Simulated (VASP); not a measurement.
# C (R-3m) in VASP: notebook

The runs below take C through single point, with PBEsol.

All numbers are computed with VASP 6.6.1; they aren't measurements. Logs are shortened: lines on timing, memory, paths and dates and some standing lists are left out, and cuts for length are marked.

## Step 1: The cell of the first run

It takes space group R-3m (No. 166, trigonal). Conventional cell: a = 2.499 Å, b = 2.499 Å, c = 25.175 Å, α = 90.00°, β = 90.00°, γ = 120.00°. Within 1.9 Å of C (site symmetry 3m) lie 3 C at 1.44 Å. Within 1.9 Å of C (site symmetry 3m) lie 3 C at 1.44 Å.

## Step 2: Single point, PBEsol

INCAR reads:

```
PREC = Accurate
ENCUT = 520
EDIFF = 1E-6
ISMEAR = -1
SIGMA = 0.05
LREAL = False
LASPH = True
NELM = 100
ALGO = Normal
ISIF = 2
LWAVE = False
LCHARG = True
GGA = PS
LELF = True
LVHAR = True
NBANDS = 16
```

KPOINTS reads:

```
Automatic mesh
0
Gamma
  12 12 12
```

POSCAR reads:

```
C
1.0
    1.2494161177      0.7213507319      8.3916093787
   -1.2494161177      0.7213507319      8.3916093787
    0.0000000000     -1.4427014637      8.3916093787
C
4
Direct
    0.0871730800      0.0871730800      0.0871730800
    0.7538500600      0.7538500600      0.7538500600
    0.2461499400      0.2461499400      0.2461499400
    0.9128269200      0.9128269200      0.9128269200
```

Potentials or basis: VASP PAW PBE potentials, release 64 (C).

On the command line:

```console
$ cat potpaw_PBE.64/C/POTCAR > POTCAR
$ mpirun -np 1 vasp_std > vasp.out
```

OUTCAR:

```text
PREC = Accurate
   ENCUT = 520
   EDIFF = 1E-6
   ISMEAR = -1
   LREAL = False
   LASPH = True
   NELM = 100
   ISIF = 2
   GGA = PS

 ion  position               nearest neighbor table
   1  0.087  0.087  0.087-   2 1.44   2 1.44   2 1.44
   2  0.754  0.754  0.754-   1 1.44   1 1.44   1 1.44
   3  0.246  0.246  0.246-   4 1.44   4 1.44   4 1.44
   4  0.913  0.913  0.913-   3 1.44   3 1.44   3 1.44

  LATTYP: Found a trigonal (rhomboedric) cell.
 ALAT       =     8.5147222784
 COS(alpha) =     0.9569371044

  Lattice vectors:

 A1 = (   1.2494161177,   0.7213507319,   8.3916093787)
 A2 = (  -1.2494161177,   0.7213507319,   8.3916093787)
 A3 = (   0.0000000000,  -1.4427014637,   8.3916093787)

Analysis of symmetry for initial positions (statically):
=====================================================================
 Subroutine PRICEL returns:
 Original cell was already a primitive cell.

 Routine SETGRP: Setting up the symmetry group for a
 trigonal (rhombohedral) supercell.

 Subroutine GETGRP returns: Found 12 space group operations
 (whereof 12 operations were pure point group operations)
 out of a pool of 12 trial point group operations.

The static configuration has the point symmetry D_3d.

Analysis of symmetry for dynamics (positions and initial velocities):
=====================================================================
 Subroutine PRICEL returns:
 Original cell was already a primitive cell.

 Routine SETGRP: Setting up the symmetry group for a
 trigonal (rhombohedral) supercell.

 Subroutine GETGRP returns: Found 12 space group operations
 (whereof 12 operations were pure point group operations)
 out of a pool of 12 trial point group operations.

The dynamic configuration has the point symmetry D_3d.

 Subroutine INISYM returns: Found 12 space group operations
 (whereof 12 operations are pure point group operations),
 and found     1 'primitive' translations

----------------------------------------------------------------------------------------

                                     Primitive cell

  volume of cell :      45.3785

[... 86 lines left out ...]
   ISPIN  =      1    spin polarized calculation?
   LNONCOLLINEAR =      F non collinear calculations
   LSORBIT =      F    spin-orbit coupling
   LASPH  =      T    aspherical Exc in radial PAW
   ENCUT  =  520.0 eV  38.22 Ry    6.18 a.u.  15.83 15.83 15.83*2*pi/ulx,y,z
   NELM   =    100;   NELMIN=  2; NELMDL= -5     # of ELM steps
   EDIFF  = 0.1E-05   stopping-criterion for ELM
   LREAL  =      F    real-space projection
   EDIFFG = 0.1E-04   stopping-criterion for IOM
   NSW    =      0    number of steps for IOM
   IBRION =     -1    ionic relax: 0-MD 1-quasi-New 2-CG
   NFREE  =      0    steps in history (QN), initial steepest desc. (CG)
   ISIF   =      2    stress and relaxation
   ISYM   =      2    0-nonsym 1-usesym 2-fastsym
   POTIM  = 0.5000    time-step for ionic-motion
   TEBEG  =    0.0;   TEEND  =   0.0 temperature during run
   PSTRESS=    0.0 pullay stress
   NELECT =      16.0000    total number of electrons
   NUPDOWN=      -1.0000    fix difference up-down
   EMIN   =  10.00;   EMAX   =-10.00  energy-range for DOS
   EFERMI =   0.00;   METHOD = LEGACY
   ISMEAR =    -1;   SIGMA  =   0.05  broadening in eV -4-tet -1-fermi 0-gaus
   EFERMI_NEDOS =   21; number of points for ismear=-14 and -15
   IALGO  =     38    algorithm
   IMIX   =      4    mixing-type and parameters
     AMIX     =   0.40;   BMIX     =  1.00
     AMIX_MAG =   1.60;   BMIX_MAG =  1.00
  volume/ion in A,a.u.               =      11.34        76.56
  Fermi-wavevector in a.u.,A,eV,Ry     =   1.156551  2.185565 18.199292  1.337610
  Thomas-Fermi vector in A             =   2.293170
   LORBIT       =      0    0 simple, 1 ext, 2 COOP (PROOUT), +10 PAW based schemes
   GGA     = PS    functional components
   LHFCALC =     F    Hartree Fock is set to
   AEXX    =    0.0000 exact exchange contribution
   IVDW    =     0    specifies the selected vdW correction
   LEPSILON=     F    determine dielectric tensor
   LRPA    =     F    only Hartree local field effects (RPA)
 non-spin polarized calculation
  energy-cutoff  :      520.00
  volume of cell :       45.38
 maximum number of plane-waves:      1243
   NGX = 31   NGY = 31   NGZ = 31

 number of electron      16.0000001 magnetization

 Free energy of the ion-electron system (eV)
  ---------------------------------------------------
  ext. energy  EPLUGINS =         0.00000000
  ---------------------------------------------------
  free energy    TOTEN  =       -38.50203213 eV

  energy without entropy =      -38.50025667  energy(sigma->0) =      -38.50114440

 E-fermi :   2.6321     XC(G=0):  -8.8900

 val. band max:        2.5447875864   @ k =  -0.1667   0.5000   0.1667
 cond. band min:       2.7183448637   @ k =  -0.3333   0.3333   0.0000
 fundamental gap:      0.1735572773
 Fermi energy:         2.6321459213

 k-point     1 :       0.0000    0.0000    0.0000
  band No.  band energies     occupation
      1     -16.5588      2.00000
      2     -16.5100      2.00000
      3      -5.0363      2.00000
      4      -4.4549      2.00000
      5      -0.3877      2.00000
      6      -0.3877      2.00000
[... 433 lines left out ...]
      3      -9.9820      2.00000
      4      -9.9598      2.00000
      5      -5.4472      2.00000
      6      -5.4400      2.00000
[... 8 lines left out ...]
     15      13.9656      0.00000
     16      15.5386      0.00000

 [... further k-points ...]

------------------------ aborting loop because EDIFF is reached ----------------------------------------

  FORCE on cell =-STRESS in cart. coord.  units (eV):
  Direction    XX          YY          ZZ          XY          YZ          ZX
  --------------------------------------------------------------------------------------
  -------------------------------------------------------------------------------------
  Total       -4.0630354     -4.0630354     -0.0592935      0.0000000     -0.0000000     -0.0000000
  in kB     -143.4534830   -143.4534830     -2.0934757      0.0000000     -0.0000000     -0.0000000
  external PRESSURE =     -96.3334806 kB  Pullay stress =       0.0000000 kB

 VOLUME and BASIS-vectors are now :
 -----------------------------------------------------------------------------
  energy-cutoff  :      520.00
  volume of cell :       45.38
      direct lattice vectors                 reciprocal lattice vectors
     1.249416118  0.721350732  8.391609379     0.400186930  0.231048032  0.039722218
    -1.249416118  0.721350732  8.391609379    -0.400186930  0.231048032  0.039722218
     0.000000000 -1.442701464  8.391609379     0.000000000 -0.462096063  0.039722218

 POSITION                                       TOTAL-FORCE (eV/Angst)
 -----------------------------------------------------------------------------------
      0.00000      0.00000      2.19457         0.000000      0.000000      0.003327
      0.00000      0.00000     18.97805         0.000000     -0.000000     -0.004357
      0.00000      0.00000      6.19678         0.000000      0.000000      0.004357
      0.00000      0.00000     22.98026         0.000000     -0.000000     -0.003327
 -----------------------------------------------------------------------------------
    total drift:                               -0.000000     -0.000000      0.000000

  FREE ENERGIE OF THE ION-ELECTRON SYSTEM (eV)
  ---------------------------------------------------
  free  energy   TOTEN  =       -38.5020321332 eV

  energy  without entropy=      -38.5002566706  energy(sigma->0) =      -38.50114440
```

OSZICAR:

```text
N       E                     dE             d eps       ncg     rms          rms(c)
DAV:   1     0.418899785546E+02    0.41890E+02   -0.75670E+03  6048   0.891E+02
DAV:   2    -0.371050616944E+02   -0.78995E+02   -0.71778E+02  8296   0.188E+02
DAV:   3    -0.406192490339E+02   -0.35142E+01   -0.34898E+01  8320   0.386E+01
DAV:   4    -0.406572566030E+02   -0.38008E-01   -0.37981E-01  7480   0.479E+00
DAV:   5    -0.406579888318E+02   -0.73223E-03   -0.73208E-03  8152   0.631E-01    0.854E+00
DAV:   6    -0.390435179672E+02    0.16145E+01   -0.11762E+00  7224   0.635E+00    0.496E+00
DAV:   7    -0.384905943842E+02    0.55292E+00   -0.14709E+00  7472   0.719E+00    0.120E+00
DAV:   8    -0.385015375249E+02   -0.10943E-01   -0.60033E-02  7088   0.143E+00    0.161E-01
DAV:   9    -0.385012360702E+02    0.30145E-03   -0.11164E-03  8096   0.227E-01    0.101E-01
DAV:  10    -0.385019911252E+02   -0.75505E-03   -0.13876E-03  6752   0.195E-01    0.639E-02
DAV:  11    -0.385020239694E+02   -0.32844E-04   -0.38658E-05  7696   0.416E-02    0.928E-03
DAV:  12    -0.385020314702E+02   -0.75008E-05   -0.58415E-06  6896   0.161E-02    0.233E-03
DAV:  13    -0.385020321332E+02   -0.66302E-06   -0.54295E-07  6736   0.475E-03
   1 F= -.38502032E+02 E0= -.38501144E+02  d E =-.177546E-02
```

stdout:

```text
POSCAR found type information on POSCAR C
 POSCAR found :  1 types and       4 ions
 scaLAPACK will be used
 -----------------------------------------------------------------------------
|                                                                             |
|                                                                             |
|     You enforced a specific xc type in the INCAR file but a different       |
|     I HOPE YOU KNOW WHAT YOU ARE DOING!                                     |
|                                                                             |
 -----------------------------------------------------------------------------

 LDA part: xc-table for (Slater+PW92), standard interpolation
 POSCAR, INCAR and KPOINTS ok, starting setup
 FFT: planning ... GRIDC
 FFT: planning ... GRID_SOFT
 FFT: planning ... GRID
 WAVECAR not read
 entering main loop
```

Run time: 36 min. Hardware: 1 thread of Intel Xeon 8259CL, shared host; peak memory 0.58 GiB.

Results:

```yaml
Free_energy: -38.5020 eV
Pressure: -9.6 GPa
Largest_force: 0.004 eV/Å
```

Forces in eV/Å, atoms in the order of the input:
```
C    0.000  0.000  0.003
C    0.000  0.000 -0.004
C    0.000  0.000  0.004
C    0.000  0.000 -0.003
```

Caveat: the stress differs along the axes, from -14 to -0 GPa; this functional lacks dispersion, which binds layers or chains, so the pressure and a relaxed spacing across them are unreliable; the PAW data sets were made with another functional, which shifts forces and pressure a little.

## Step 3: Single point, PBEsol

This run uses another cell than the first one, of 11.56 Å³/atom.

INCAR reads:

```
SYSTEM = C
PREC = Accurate
ENCUT = 520
EDIFF = 1E-6
ISMEAR = -1
SIGMA = 0.05
LREAL = .False.
LASPH = .True.
NELM = 80
ALGO = Normal
ISIF = 2
LWAVE = .False.
LCHARG = .False.
GGA = PS
NBANDS = 16
```

KPOINTS reads:

```
regular mesh
0
Gamma
  12 12 12
  0 0 0
```

POSCAR reads:

```
C
1.0
    1.2573743967      0.7259454464      8.4450605611
   -1.2573743967      0.7259454464      8.4450605611
    0.0000000000     -1.4518908928      8.4450605611
C
4
Direct
    0.0871730800      0.0871730800      0.0871730800
    0.7538500600      0.7538500600      0.7538500600
    0.2461499400      0.2461499400      0.2461499400
    0.9128269200      0.9128269200      0.9128269200
```

Potentials or basis: VASP PAW PBE potentials, release 64 (C).

On the command line:

```console
$ cat potpaw_PBE.64/C/POTCAR > POTCAR
$ mpirun -np 1 vasp_std > vasp.out
```

It took 36 min on 1 thread of Intel Xeon 8259CL, shared host; peak memory 0.58 GiB.

The run converged. Its results:

- Free energy: -38.4403 eV
- Pressure: -13.2 GPa
- Largest force: 0.004 eV/Å

Forces on the atoms (eV/Å):
```
C    0.000  0.000  0.004
C    0.000  0.000 -0.004
C    0.000  0.000  0.004
C    0.000  0.000 -0.004
```

Stress tensor (GPa, compression positive):
```
-19.65   0.00   0.00
  0.00 -19.65   0.00
  0.00   0.00  -0.20
```

Caveat: the stress differs along the axes, from -20 to -0 GPa; this functional lacks dispersion, which binds layers or chains, so the pressure and a relaxed spacing across them are unreliable; the PAW data sets were made with another functional, which shifts forces and pressure a little.
